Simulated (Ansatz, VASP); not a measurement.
**One calculation of SnTe, two programs**

```xyz
2
Lattice="3.9047 0.0000 0.0000 0.0000 3.9047 0.0000 0.0000 0.0000 3.9047" Properties=species:S:1:pos:R:3 pbc="T T T"
Te    1.9524    1.9524    1.9524
Sn    0.0000    0.0000    0.0000
```

Alike in both runs: task single point; functional PBEsol; k mesh 7 × 7 × 7; occupations fermi-dirac, width 0.05 eV; no spin polarisation.

|  | VASP | Ansatz |
| --- | --- | --- |
| version | VASP 6.6.1 | Ansatz 0.2.0 |
| potentials or method | VASP PAW PBE potentials, release 64 (Te, Sn_d), cutoff 520 eV | all-electron LAPW, scalar-relativistic |

```tsv
	VASP	Ansatz	Ansatz less VASP
gap on the k mesh at the Fermi level (eV)	none	none	-
pressure (GPa)	-3.8	-3.8	+0.03
```

VASP's potentials were made for PBE, not for PBEsol. A gap of «none» marks a metal or a gap that the smearing closes. Ansatz ran all-electron here, and VASP with PAW potentials.

Spin-orbit coupling is off throughout.
